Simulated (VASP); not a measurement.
# W (I4/mmm) in VASP: further runs

W is run at these levels: PBEsol; tasks: single point.

Everything below comes from runs of VASP 6.6.1. Logs are shortened: lines on timing, memory, paths and dates and some standing lists are left out, and cuts for length are marked.

## (1) The cell of the first run

The structure is tetragonal, space group I4/mmm (No. 139). The conventional cell has a = 3.006 Å, b = 3.006 Å, c = 3.607 Å, α = 90.00°, β = 90.00°, γ = 90.00°. W (site symmetry 4/mmm) has 14 W at 2.79 to 3.61 Å within 3.7 Å.

## (2) Single point, PBEsol

File INCAR:

```
SYSTEM = W
PREC = Accurate
ENCUT = 520
EDIFF = 1E-6
ISMEAR = 0
SIGMA = 0.15
LREAL = .False.
LASPH = .True.
NELM = 100
ALGO = Fast
ISIF = 2
LWAVE = .False.
LCHARG = .False.
GGA = PS
NBANDS = 13
```

File KPOINTS:

```
Automatic mesh
0
Gamma
  24 24 24
  0 0 0
```

File POSCAR:

```
W
1.0
   -1.5031168489      1.5031168489      1.8037402187
    1.5031168489     -1.5031168489      1.8037402187
    1.5031168489      1.5031168489     -1.8037402187
W
1
Direct
    0.0000000000      0.0000000000      0.0000000000
```

Potentials or basis: VASP PAW PBE potentials, release 64 (W_sv).

The run is started by

```bash
cat potpaw_PBE.64/W_sv/POTCAR > POTCAR
mpirun -np 1 vasp_std > vasp.out
```

OUTCAR:

```text
SYSTEM = W
   PREC = Accurate
   ENCUT = 520
   EDIFF = 1E-6
   ISMEAR = 0
   LREAL = .False.
   LASPH = .True.
   NELM = 100
   ISIF = 2
   GGA = PS

 ion  position               nearest neighbor table
   1  0.000  0.000  0.000-

  LATTYP: Found a body centered tetragonal cell.
 ALAT       =     3.0062336978
 C/A-ratio  =     1.2000000000

  Lattice vectors:

 A1 = (  -1.5031168489,   1.5031168489,   1.8037402187)
 A2 = (   1.5031168489,  -1.5031168489,   1.8037402187)
 A3 = (   1.5031168489,   1.5031168489,  -1.8037402187)

Analysis of symmetry for initial positions (statically):
=====================================================================
 Subroutine PRICEL returns:
 Original cell was already a primitive cell.

 Routine SETGRP: Setting up the symmetry group for a
 body centered tetragonal supercell.

 Subroutine GETGRP returns: Found 16 space group operations
 (whereof 16 operations were pure point group operations)
 out of a pool of 16 trial point group operations.

The static configuration has the point symmetry D_4h.

Analysis of symmetry for dynamics (positions and initial velocities):
=====================================================================
 Subroutine PRICEL returns:
 Original cell was already a primitive cell.

 Routine SETGRP: Setting up the symmetry group for a
 body centered tetragonal supercell.

 Subroutine GETGRP returns: Found 16 space group operations
 (whereof 16 operations were pure point group operations)
 out of a pool of 16 trial point group operations.

The dynamic configuration has the point symmetry D_4h.

 Subroutine INISYM returns: Found 16 space group operations
 (whereof 16 operations are pure point group operations),
 and found     1 'primitive' translations

----------------------------------------------------------------------------------------

                                     Primitive cell

  volume of cell :      16.3012

  direct lattice vectors                    reciprocal lattice vectors
    -1.503116849  1.503116849  1.803740219     0.000000000  0.332642136  0.277201780
     1.503116849 -1.503116849  1.803740219     0.332642136  0.000000000  0.277201780
     1.503116849  1.503116849 -1.803740219     0.332642136  0.332642136  0.000000000

  length of vectors
     2.787866442  2.787866442  2.787866442     0.433003023  0.433003023  0.470427021
[... 78 lines left out ...]
   NELM   =    100;   NELMIN=  2; NELMDL= -5     # of ELM steps
   EDIFF  = 0.1E-05   stopping-criterion for ELM
   LREAL  =      F    real-space projection
[... 7 lines left out ...]
   TEBEG  =    0.0;   TEEND  =   0.0 temperature during run
   PSTRESS=    0.0 pullay stress
   NELECT =      14.0000    total number of electrons
   NUPDOWN=      -1.0000    fix difference up-down
   EMIN   =  10.00;   EMAX   =-10.00  energy-range for DOS
   EFERMI =   0.00;   METHOD = LEGACY
   ISMEAR =     0;   SIGMA  =   0.15  broadening in eV -4-tet -1-fermi 0-gaus
   EFERMI_NEDOS =   21; number of points for ismear=-14 and -15
   IALGO  =     68    algorithm
   IMIX   =      4    mixing-type and parameters
     AMIX     =   0.40;   BMIX     =  1.00
     AMIX_MAG =   1.60;   BMIX_MAG =  1.00
  volume/ion in A,a.u.               =      16.30       110.01
  Fermi-wavevector in a.u.,A,eV,Ry     =   1.556125  2.940649 32.946829  2.421524
  Thomas-Fermi vector in A             =   2.659966
   LORBIT       =      0    0 simple, 1 ext, 2 COOP (PROOUT), +10 PAW based schemes
   GGA     = PS    functional components
   LHFCALC =     F    Hartree Fock is set to
   AEXX    =    0.0000 exact exchange contribution
   IVDW    =     0    specifies the selected vdW correction
   LEPSILON=     F    determine dielectric tensor
   LRPA    =     F    only Hartree local field effects (RPA)
 non-spin polarized calculation
 RMM-DIIS sequential band-by-band and
 Gauss-broadening in eV      SIGMA  =   0.15
  energy-cutoff  :      520.00
  volume of cell :       16.30
 maximum number of plane-waves:       451
 NGX is ok and might be reduce to    24
   NGX = 11   NGY = 11   NGZ = 11

 number of electron      13.9999999 magnetization

 Free energy of the ion-electron system (eV)
  ---------------------------------------------------
  ext. energy  EPLUGINS =         0.00000000
  ---------------------------------------------------
  free energy    TOTEN  =       -13.53373488 eV

  energy without entropy =      -13.52619163  energy(sigma->0) =      -13.52996326

 E-fermi :  10.8063     XC(G=0): -13.5995

 val. band max:       10.8050119823   @ k =   0.5000   0.3750  -0.0000
 cond. band min:      10.8073775922   @ k =  -0.2500   0.2500   0.2500
 fundamental gap:      0.0023656098
 Fermi energy:        10.8063316697

 k-point     1 :       0.0000    0.0000    0.0000
  band No.  band energies     occupation
      1     -63.2763      2.00000
      2     -26.8838      2.00000
      3     -26.8838      2.00000
      4     -26.8739      2.00000
      5       1.3764      2.00000
      6       9.3780      2.00000
      7       9.3780      2.00000
      8      11.3584      0.00000
      9      11.3602      0.00000
     10      13.8583      0.00000
     11      23.7008      0.00000
     12      26.7811      0.00000
     13      26.7811      0.00000
[... 354 lines left out ...]
  band No.  band energies     occupation
      1     -63.1628      2.00000
      2     -28.0563      2.00000
      3     -27.1780      2.00000
      4     -26.9194      2.00000
      5       4.8256      2.00000
      6       8.4304      2.00000
      7      10.9148      0.30647
      8      11.1028      0.00519
      9      14.5658      0.00000
     10      16.3237      0.00000
     11      20.9997      0.00000
     12      22.8924      0.00000
     13      28.3772      0.00000

 [... further k-points ...]

------------------------ aborting loop because EDIFF is reached ----------------------------------------

  FORCE on cell =-STRESS in cart. coord.  units (eV):
  Direction    XX          YY          ZZ          XY          YZ          ZX
  --------------------------------------------------------------------------------------
  -------------------------------------------------------------------------------------
  Total        0.2866072      0.2866072     -2.7793887      0.0000000      0.0000000      0.0000000
  in kB       28.1694432     28.1694432   -273.1746553      0.0000000      0.0000000      0.0000000
  external PRESSURE =     -72.2785896 kB  Pullay stress =       0.0000000 kB

 VOLUME and BASIS-vectors are now :
 -----------------------------------------------------------------------------
  energy-cutoff  :      520.00
  volume of cell :       16.30
      direct lattice vectors                 reciprocal lattice vectors
    -1.503116849  1.503116849  1.803740219     0.000000000  0.332642136  0.277201780
     1.503116849 -1.503116849  1.803740219     0.332642136  0.000000000  0.277201780
     1.503116849  1.503116849 -1.803740219     0.332642136  0.332642136  0.000000000

 POSITION                                       TOTAL-FORCE (eV/Angst)
 -----------------------------------------------------------------------------------
      0.00000      0.00000      0.00000         0.000000      0.000000      0.000000
 -----------------------------------------------------------------------------------
    total drift:                               -0.000000      0.000000      0.000000

  FREE ENERGIE OF THE ION-ELECTRON SYSTEM (eV)
  ---------------------------------------------------
  free  energy   TOTEN  =       -13.5337348777 eV

  energy  without entropy=      -13.5261916329  energy(sigma->0) =      -13.52996326
```

stdout:

```text
POSCAR found type information on POSCAR W
 POSCAR found :  1 types and       1 ions
 scaLAPACK will be used
 -----------------------------------------------------------------------------
|                                                                             |
|                                                                             |
|     You enforced a specific xc type in the INCAR file but a different       |
|     I HOPE YOU KNOW WHAT YOU ARE DOING!                                     |
|                                                                             |
 -----------------------------------------------------------------------------

 LDA part: xc-table for (Slater+PW92), standard interpolation
 POSCAR, INCAR and KPOINTS ok, starting setup
 FFT: planning ... GRIDC
 FFT: planning ... GRID_SOFT
 FFT: planning ... GRID
 WAVECAR not read
 entering main loop
WARNING in EDDRMM: call to ZHEGV failed, returncode =   8  4     12
WARNING in EDDRMM: call to ZHEGV failed, returncode =   8  4     13
WARNING in EDDRMM: call to ZHEGV failed, returncode =   8  4     13
WARNING in EDDRMM: call to ZHEGV failed, returncode =   8  4     11
```

Wall time 4.4 min (1 thread of AMD EPYC 7R43 (Zen 3), shared host); peak memory 0.28 GiB.

What came out:

```yaml
Free_energy: -13.5337 eV
Pressure: -7.2 GPa
Band_gap_on_the_k_mesh: zero (bands 7 and 8 overlap by 5.54 eV)
```

Levels at points of the mesh, in eV from the Fermi level:
```tsv
k point	band 3	band 4	band 5	band 6	band 7	band 8	band 9	band 10	band 11	band 12
(0.00, 0.00, 0.00)	-37.69	-37.68	-9.43	-1.43	-1.43	0.55	0.55	3.05	12.89	15.97
(0.50, 0.00, 0.00)	-37.98	-37.72	-6.05	-2.38	0.24	0.36	3.77	5.44	10.20	11.87
(0.50, 0.50, 0.00)	-38.14	-37.86	-6.00	-4.56	1.68	3.96	4.21	6.13	11.19	11.64
(0.50, 0.50, 0.50)	-38.33	-38.33	-5.80	-5.26	4.66	5.06	5.35	5.35	9.78	9.78
```

Caveat: the cell stands under tension; the PAW data sets were made with another functional, which shifts forces and pressure a little; spin-orbit coupling is left out, which moves the levels of the heavy elements.

## (3) Single point, PBEsol

File INCAR:

```
PREC = Accurate ; ENCUT = 520
EDIFF = 1E-6 ; ISMEAR = 0
SIGMA = 0.15 ; LREAL = False
LASPH = True ; NELM = 100
ALGO = Fast ; ISIF = 2
LWAVE = False ; LCHARG = False
GGA = PS ; NBANDS = 13
```

File KPOINTS:

```
Automatic mesh
0
Gamma
  24 24 24
```

File POSCAR:

```
W
1.0
   -1.7352216492      1.7352216492      1.3534728863
    1.7352216492     -1.7352216492      1.3534728863
    1.7352216492      1.7352216492     -1.3534728863
W
1
Direct
    0.0000000000      0.0000000000      0.0000000000
```

Potentials or basis: VASP PAW PBE potentials, release 64 (W_sv).

The run is started by

```bash
cat potpaw_PBE.64/W_sv/POTCAR > POTCAR
mpirun -np 1 vasp_std > vasp.out
```

It took 4.2 min on 1 thread of AMD EPYC 7R43 (Zen 3), shared host; peak memory 0.28 GiB.

Results (log left out):

```yaml
Free_energy: -13.3315 eV
Pressure: -1.9 GPa
Band_gap_on_the_k_mesh: zero (bands 7 and 8 overlap by 6.90 eV)
```

Stress tensor (GPa, compression positive):
```
-11.53   0.00   0.00
  0.00 -11.53   0.00
  0.00   0.00  17.32
```

Levels at points of the mesh, in eV from the Fermi level:
```tsv
k point	band 4	band 5	band 6	band 7	band 8	band 9	band 10	band 11
(0.00, 0.00, 0.00)	-37.33	-9.36	-2.89	-0.50	0.81	0.81	3.82	13.53
(0.50, 0.00, 0.00)	-37.82	-5.90	-4.12	1.73	1.75	5.39	5.68	11.52
(0.50, 0.50, 0.00)	-37.54	-6.11	-0.69	-0.44	-0.44	1.75	5.78	9.55
(0.50, 0.50, 0.50)	-37.77	-5.78	-5.30	5.14	5.14	5.78	6.01	6.01
```

Caveat: the PAW data sets were made with another functional, which shifts forces and pressure a little; spin-orbit coupling is left out, which moves the levels of the heavy elements.

(Part 1 of 2 ends here.)
